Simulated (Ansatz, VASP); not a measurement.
**Os: VASP beside Ansatz**

```
Os
1.0
     0.00000    1.92804    1.92804
     1.92804    0.00000    1.92804
     1.92804    1.92804    0.00000
Os
1
Direct
  0.50000 0.50000 0.50000
```

Alike in both runs: functional PBE; k mesh 24 × 24 × 24; occupations gaussian, width 0.1 eV; no spin polarisation.

Ansatz relaxed the structure, and its values are those at the end. VASP's run is a single point on that final structure, the one shown.

|  | VASP | Ansatz |
| --- | --- | --- |
| version | VASP 6.6.1 | Ansatz 0.2.0 |
| potentials or method | VASP PAW PBE potentials, release 64 (Os), cutoff 520 eV | scalar-relativistic, plane waves, PAW |
| valence electrons in the cell | 8 | 16 |

Ansatz gave:

```
gap on the k mesh at the Fermi level (eV) : none
pressure (GPa)                            : 0.0
```

**Question.** Estimate VASP's values.

**Answer.** gap on the k mesh at the Fermi level (eV): none; pressure (GPa): -0.1.

A gap of «none» marks a metal or a gap that the smearing closes. The functional is the same, so the differences come from potentials, cutoffs and numerics. VASP's potentials hold 8 valence electrons a cell and Ansatz's 16, so a difference there can come from the potentials and not from the codes.

Neither program's run includes spin-orbit coupling.
